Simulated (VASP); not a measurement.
# TaN (P-6m2) in VASP: a series of runs

Runs on TaN. Level: PBEsol. Tasks: single point.

All numbers are computed with VASP 6.6.1; they aren't measurements. Logs are shortened: lines on timing, memory, paths and dates and some standing lists are left out, and cuts for length are marked.

**1. The cell of the first run**

Symmetry: P-6m2, No. 187, hexagonal system. The conventional cell has a = 2.837 Å, b = 2.837 Å, c = 2.784 Å, α = 90.00°, β = 90.00°, γ = 120.00°. Within 2.8 Å of Ta (site symmetry -6m2) lie 6 N at 2.15 Å and 2 Ta at 2.78 Å. N (site symmetry -6m2) has 6 Ta at 2.15 Å and 2 N at 2.78 Å within 2.8 Å.

**2. Single point, PBEsol**

The input, INCAR:

```
SYSTEM = TaN
PREC = Accurate ; ENCUT = 520
EDIFF = 1E-6 ; ISMEAR = -1
SIGMA = 0.15 ; LREAL = .FALSE.
LASPH = .TRUE. ; NELM = 60
ALGO = Normal ; ISIF = 2
LWAVE = .FALSE. ; LCHARG = .FALSE.
GGA = PS ; NBANDS = 15
```

The input, KPOINTS:

```
regular mesh
0
G
  11 11 10
  0 0 0
```

The input, POSCAR:

```
TaN
1.0
    2.8366078120      0.0000000000      0.0000000000
   -1.4183039060      2.4565747769      0.0000000000
    0.0000000000      0.0000000000      2.7835058958
Ta N
1 1
Direct
    0.3333333333      0.6666666667      0.5000000000
    0.0000000000      0.0000000000      0.0000000000
```

Potentials or basis: VASP PAW PBE potentials, release 64 (Ta_pv, N).

Started as:

```
> cat potpaw_PBE.64/Ta_pv/POTCAR potpaw_PBE.64/N/POTCAR > POTCAR
> mpirun -np 1 vasp_std > vasp.out
```

OUTCAR:

```text
SYSTEM = TaN
   PREC = Accurate
   ENCUT = 520
   EDIFF = 1E-6
   ISMEAR = -1
   LREAL = .FALSE.
   LASPH = .TRUE.
   NELM = 60
   ISIF = 2
   GGA = PS

 ion  position               nearest neighbor table
   1  0.333  0.667  0.500-   2 2.15   2 2.15   2 2.15   2 2.15   2 2.15   2 2.15
   2  0.000  0.000  0.000-   1 2.15   1 2.15   1 2.15   1 2.15   1 2.15   1 2.15

  LATTYP: Found a hexagonal cell.
 ALAT       =     2.8366078120
 C/A-ratio  =     0.9812797821

  Lattice vectors:

 A1 = (   2.8366078120,   0.0000000000,   0.0000000000)
 A2 = (  -1.4183039060,   2.4565747769,   0.0000000000)
 A3 = (   0.0000000000,   0.0000000000,   2.7835058958)

Analysis of symmetry for initial positions (statically):
=====================================================================
 Subroutine PRICEL returns:
 Original cell was already a primitive cell.

 Routine SETGRP: Setting up the symmetry group for a
 hexagonal supercell.

 Subroutine GETGRP returns: Found 12 space group operations
 (whereof 12 operations were pure point group operations)
 out of a pool of 24 trial point group operations.

The static configuration has the point symmetry D_3h.

Analysis of symmetry for dynamics (positions and initial velocities):
=====================================================================
 Subroutine PRICEL returns:
 Original cell was already a primitive cell.

 Routine SETGRP: Setting up the symmetry group for a
 hexagonal supercell.

 Subroutine GETGRP returns: Found 12 space group operations
 (whereof 12 operations were pure point group operations)
 out of a pool of 24 trial point group operations.

The dynamic configuration has the point symmetry D_3h.

 Subroutine INISYM returns: Found 12 space group operations
 (whereof 12 operations are pure point group operations),
 and found     1 'primitive' translations

----------------------------------------------------------------------------------------

                                     Primitive cell

  volume of cell :      19.3964

  direct lattice vectors                    reciprocal lattice vectors
     2.836607812  0.000000000  0.000000000     0.352533754  0.203535429  0.000000000
    -1.418303906  2.456574777  0.000000000     0.000000000  0.407070857  0.000000000
     0.000000000  0.000000000  2.783505896     0.000000000  0.000000000  0.359259164

[... 84 lines left out ...]
   LREAL  =      F    real-space projection
   EDIFFG = 0.1E-04   stopping-criterion for IOM
   NSW    =      0    number of steps for IOM
   IBRION =     -1    ionic relax: 0-MD 1-quasi-New 2-CG
   NFREE  =      0    steps in history (QN), initial steepest desc. (CG)
   ISIF   =      2    stress and relaxation
   ISYM   =      2    0-nonsym 1-usesym 2-fastsym
   POTIM  = 0.5000    time-step for ionic-motion
   TEBEG  =    0.0;   TEEND  =   0.0 temperature during run
   PSTRESS=    0.0 pullay stress
   NELECT =      16.0000    total number of electrons
   NUPDOWN=      -1.0000    fix difference up-down
   EMIN   =  10.00;   EMAX   =-10.00  energy-range for DOS
   EFERMI =   0.00;   METHOD = LEGACY
   ISMEAR =    -1;   SIGMA  =   0.15  broadening in eV -4-tet -1-fermi 0-gaus
   EFERMI_NEDOS =   21; number of points for ismear=-14 and -15
   IALGO  =     38    algorithm
   IMIX   =      4    mixing-type and parameters
     AMIX     =   0.40;   BMIX     =  1.00
     AMIX_MAG =   1.60;   BMIX_MAG =  1.00
  volume/ion in A,a.u.               =       9.70        65.45
  Fermi-wavevector in a.u.,A,eV,Ry     =   1.535351  2.901393 32.073051  2.357303
  Thomas-Fermi vector in A             =   2.642152
   LORBIT       =      0    0 simple, 1 ext, 2 COOP (PROOUT), +10 PAW based schemes
   GGA     = PS    functional components
   LHFCALC =     F    Hartree Fock is set to
   AEXX    =    0.0000 exact exchange contribution
   IVDW    =     0    specifies the selected vdW correction
   LEPSILON=     F    determine dielectric tensor
   LRPA    =     F    only Hartree local field effects (RPA)
 non-spin polarized calculation
  energy-cutoff  :      520.00
  volume of cell :       19.40
 maximum number of plane-waves:       541
 NGX is ok and might be reduce to    24
   NGX = 11   NGY = 11   NGZ = 11

 number of electron      16.0000000 magnetization

 Free energy of the ion-electron system (eV)
  ---------------------------------------------------
  ext. energy  EPLUGINS =         0.00000000
  ---------------------------------------------------
  free energy    TOTEN  =       -23.57768512 eV

  energy without entropy =      -23.56751918  energy(sigma->0) =      -23.57260215

 E-fermi :   9.3000     XC(G=0): -14.0889

 val. band max:        9.1810729381   @ k =   0.0000   0.0000   0.4000
 cond. band min:       9.4222761379   @ k =   0.0909   0.0000   0.5000
 fundamental gap:      0.2412031999
 Fermi energy:         9.2999820047

 k-point     1 :       0.0000    0.0000    0.0000
  band No.  band energies     occupation
      1     -25.2442      2.00000
      2     -24.9120      2.00000
      3     -24.9120      2.00000
      4      -9.3216      2.00000
      5       4.1809      2.00000
      6       4.1809      2.00000
      7       4.4793      2.00000
      8       6.2165      2.00000
      9      12.2534      0.00000
     10      13.3427      0.00000
     11      13.3427      0.00000
     12      13.8475      0.00000
     13      13.8475      0.00000
     14      22.8797      0.00000
[... 401 lines left out ...]
      2     -25.2704      2.00000
      3     -25.0882      2.00000
      4      -7.8987      2.00000
      5       2.0945      2.00000
      6       3.9845      2.00000
      7       4.9755      2.00000
      8       6.3135      2.00000
      9      11.2861      0.00000
     10      12.5425      0.00000
     11      14.4096      0.00000
     12      14.9333      0.00000
     13      16.3297      0.00000
     14      22.7656      0.00000
     15      23.0804      0.00000

 [... further k-points ...]
[... 5 lines left out ...]
  --------------------------------------------------------------------------------------
  -------------------------------------------------------------------------------------
  Total        4.8713246      4.8713260      5.4713989      0.0000000      0.0000000      0.0000000
  in kB      402.3798461    402.3799611    451.9470267      0.0000000      0.0000000      0.0000000
  external PRESSURE =     418.9022780 kB  Pullay stress =       0.0000000 kB

 VOLUME and BASIS-vectors are now :
 -----------------------------------------------------------------------------
  energy-cutoff  :      520.00
  volume of cell :       19.40
      direct lattice vectors                 reciprocal lattice vectors
     2.836607812  0.000000000  0.000000000     0.352533754  0.203535429  0.000000000
    -1.418303906  2.456574777  0.000000000     0.000000000  0.407070857  0.000000000
     0.000000000  0.000000000  2.783505896     0.000000000  0.000000000  0.359259164

 POSITION                                       TOTAL-FORCE (eV/Angst)
 -----------------------------------------------------------------------------------
     -0.00000      1.63772      1.39175        -0.000000     -0.000000      0.000000
      0.00000      0.00000      0.00000         0.000000      0.000000      0.000000
 -----------------------------------------------------------------------------------
    total drift:                                0.000000      0.000005     -0.000000

  FREE ENERGIE OF THE ION-ELECTRON SYSTEM (eV)
  ---------------------------------------------------
  free  energy   TOTEN  =       -23.5776851249 eV

  energy  without entropy=      -23.5675191771  energy(sigma->0) =      -23.57260215
```

OSZICAR:

```text
N       E                     dE             d eps       ncg     rms          rms(c)
DAV:   1     0.887265192226E+02    0.88727E+02   -0.88431E+03  2880   0.116E+03
DAV:   2    -0.232042945173E+02   -0.11193E+03   -0.10572E+03  3454   0.310E+02
DAV:   3    -0.258464103805E+02   -0.26421E+01   -0.26302E+01  3419   0.445E+01
DAV:   4    -0.258559236793E+02   -0.95133E-02   -0.95114E-02  3671   0.288E+00
DAV:   5    -0.258559658429E+02   -0.42164E-04   -0.42164E-04  3398   0.184E-01    0.295E+01
DAV:   6    -0.236476153413E+02    0.22084E+01   -0.33719E+00  3644   0.225E+01    0.131E+01
DAV:   7    -0.236087105317E+02    0.38905E-01   -0.51947E-01  3048   0.558E+00    0.832E+00
DAV:   8    -0.235839422841E+02    0.24768E-01   -0.90065E-02  3531   0.253E+00    0.164E+00
DAV:   9    -0.235777370158E+02    0.62053E-02   -0.11599E-02  3265   0.912E-01    0.153E-01
DAV:  10    -0.235777449511E+02   -0.79352E-05   -0.90512E-04  3447   0.357E-01    0.779E-02
DAV:  11    -0.235776848019E+02    0.60149E-04   -0.86237E-05  3426   0.103E-01    0.970E-03
DAV:  12    -0.235776851249E+02   -0.32299E-06   -0.96325E-06  2992   0.297E-02
   1 F= -.23577685E+02 E0= -.23572602E+02  d E =-.101659E-01
```

Run time: 9 s. Hardware: 1 thread of Intel Xeon 6975P-C (Granite Rapids), shared host; peak memory 0.15 GiB.

What came out:

| Property | Result |
| --- | --- |
| Free energy | -23.5777 eV |
| Pressure | 41.9 GPa |
| Band gap on the k mesh | zero (band 8 reaches 9.66 eV, above the bottom of band 9 at 9.09 eV) |

Stress tensor (GPa, compression positive):
```
40.24  0.00  0.00
 0.00 40.24  0.00
 0.00  0.00 45.19
```

Caveat: the PAW data sets were made with another functional, which shifts forces and pressure a little; spin-orbit coupling is left out, which moves the levels of the heavy elements.

**3. Single point, PBEsol**

This run uses another cell than the first one, of 9.97 Å³/atom, 1.028 times its volume.

The input, INCAR:

```
PREC = Accurate ; ENCUT = 520
EDIFF = 1E-6 ; ISMEAR = -1
SIGMA = 0.15 ; LREAL = False
LASPH = True ; NELM = 80
ALGO = Normal ; ISIF = 2
LWAVE = False ; LCHARG = False
GGA = PS ; NBANDS = 15
```

The input, KPOINTS:

```
Automatic mesh
0
Gamma
  11 11 10
```

The input, POSCAR:

```
TaN
1.0
    2.8626331906      0.0000000000      0.0000000000
   -1.4313165953      2.4791134191      0.0000000000
    0.0000000000      0.0000000000      2.8090440737
Ta N
1 1
Direct
    0.3333333333      0.6666666667      0.5000000000
    0.0000000000      0.0000000000      0.0000000000
```

Potentials or basis: VASP PAW PBE potentials, release 64 (Ta_pv, N).

Started as:

```
> cat potpaw_PBE.64/Ta_pv/POTCAR potpaw_PBE.64/N/POTCAR > POTCAR
> mpirun -np 1 vasp_std > vasp.out
```

Run time: 9.9 s. Hardware: 1 thread of Intel Xeon 6975P-C (Granite Rapids), shared host; peak memory 0.16 GiB.

It converged, with:

```
Free energy            : -23.6952 eV
Pressure               : 28.0 GPa
Band gap on the k mesh : zero (band 8 reaches 9.35 eV, above the bottom of band 9 at 8.80 eV)
```

Stress tensor (GPa, compression positive):
```
26.86  0.00  0.00
 0.00 26.86  0.00
 0.00  0.00 30.20
```

Levels at points of the mesh, in eV from the Fermi level:
```tsv
k point	band 5	band 6	band 7	band 8	band 9	band 10	band 11	band 12
(0.00, 0.00, 0.00)	-4.97	-4.97	-4.66	-3.05	2.76	3.92	3.92	4.39
(0.00, 0.00, 0.50)	-9.92	-4.08	-4.08	-0.18	-0.18	2.62	3.48	3.48
```

Caveat: the PAW data sets were made with another functional, which shifts forces and pressure a little; spin-orbit coupling is left out, which moves the levels of the heavy elements.
